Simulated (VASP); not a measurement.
The system is BN.

```xyz
2
Lattice="0.0000 1.8790 1.8790 1.8790 0.0000 1.8790 1.8790 1.8790 0.0000" Properties=species:S:1:pos:R:3 pbc="T T T"
B     0.0000    0.0000    0.0000
N     0.9395    0.9395    0.9395
```

This cell differs from its parent crystal: strain +4.1%.

Base run:

| Quantity | Value |
| --- | --- |
| Program | VASP 6.6.1 |
| Functional | r2SCAN |
| Potentials or basis | VASP PAW PBE potentials, release 64 (B, N) |
| Cutoff | 520 eV |
| k mesh | 12 × 12 × 12 |
| Occupations | gaussian, width 0.01 eV |
| Spin | no spin polarisation |

Its results: band gap on the k mesh 4.82 eV (least direct gap 8.96 eV); pressure -37.2 GPa.

Q: The run is repeated on the same cell with these changes: functional from r2SCAN to PBE; occupations from gaussian, width 0.01 eV to fermi-dirac, width 0.02 eV. What comes out?

A: Band gap on the k mesh 4.33 eV (least direct gap 8.27 eV); pressure -33.0 GPa.

Caveats: the cell stands under tension; the PAW data sets were made with another functional, which shifts forces and pressure a little (at least some runs).

A k mesh can miss the band edges.
